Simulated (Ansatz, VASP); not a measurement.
# Mo3N4 in VASP and in Ansatz

```
Mo N
1.0
     4.16571    0.00000    0.00000
     0.00000    4.16571    0.00000
     0.00000    0.00000    4.16571
Mo N
3 4
Direct
  0.50000 0.50000 0.00000
  0.00000 0.50000 0.50000
  0.50000 0.00000 0.50000
  0.50000 0.50000 0.50000
  0.50000 0.00000 0.00000
  0.00000 0.50000 0.00000
  0.00000 0.00000 0.50000
```

Alike in both runs: functional PBEsol; k mesh 8 × 8 × 8; occupations fermi-dirac, width 0.15 eV; no spin polarisation.

Ansatz relaxed the structure, and its values are those at the end. VASP's run is a single point on that final structure, the one shown.

|  | VASP | Ansatz |
| --- | --- | --- |
| version | VASP 6.6.1 | Ansatz 0.2.0 |
| potentials or method | VASP PAW PBE potentials, release 64 (Mo_sv, N), cutoff 520 eV | scalar-relativistic, plane waves, PAW |
| valence electrons in the cell | 62 | 62 |

```tsv
	VASP	Ansatz	Ansatz less VASP
gap on the k mesh at the Fermi level (eV)	none	none	-
pressure (GPa)	0.5	0.0	-0.45
```

VASP's potentials were made for PBE, not for PBEsol. A gap of «none» marks a metal or a gap that the smearing closes.
